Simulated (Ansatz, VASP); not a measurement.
# Mo: VASP beside Ansatz

File INCAR:

```
SYSTEM = Mo
ALGO = Normal ; EDIFF = 1E-6
ENCUT = 520 ; GGA = PS
GGA_COMPAT = .False. ; ISIF = 2
ISMEAR = -1 ; LASPH = .True.
LCHARG = .False. ; LMAXMIX = 4
LNONCOLLINEAR = .True. ; LORBIT = 11
LORBMOM = .True. ; LREAL = .False.
LSORBIT = .True. ; LWAVE = .False.
MAGMOM = 0 0 0 ; NBANDS = 25
NELM = 150 ; PREC = Accurate
SIGMA = 0.05
```

KPOINTS

```
k-points
0
Gamma
  12 12 12
  0 0 0
```

The input POSCAR:

```
Mo
1.0
   -1.5838089719      1.5838089719      1.5838089719
    1.5838089719     -1.5838089719      1.5838089719
    1.5838089719      1.5838089719     -1.5838089719
Mo
1
Direct
    0.0000000000      0.0000000000      0.0000000000
```

Contents of input.yaml:

```yaml
crystal:
  lattice:
    - [-1.5838089719, 1.5838089719, 1.5838089719]
    - [1.5838089719, -1.5838089719, 1.5838089719]
    - [1.5838089719, 1.5838089719, -1.5838089719]
  atoms:
    - { symbol: Mo, position: [0.0, 0.0, 0.0] }
hamiltonian:
  xc: pbesol
  pseudopotentials: { kind: paw_fr }
magnetization:
  noncollinear: true
  spin_orbit: true
kpoints:
  mp_grid: { grid: [12, 12, 12] }
scf:
  occupations: { method: fermi_dirac, width: 0.05 }
output:
  forces: true
  stress: true
  eigenvalues: true
  write_density: true
  write_potential: true
  elf: true
  volumetric_format: npy
```

Alike in both runs: task single point; functional PBEsol; k mesh 12 × 12 × 12; occupations fermi-dirac, width 0.05 eV; non-collinear spin, spin-orbit coupling.

|  | VASP | Ansatz |
| --- | --- | --- |
| version | VASP 6.6.1 | Ansatz 0.2.0 |
| potentials or method | VASP PAW PBE potentials, release 64 (Mo_sv) | Ansatz PAW |
| plane-wave cutoff (eV) | 520 | 420 |
| valence electrons in the cell | 14 | 14 |

VASP gave:

- pressure (GPa): -9.0

**Question.** Which values does Ansatz return?

**Answer.** Pressure (GPa): -9.5.

VASP's potentials were made for PBE, not for PBEsol.
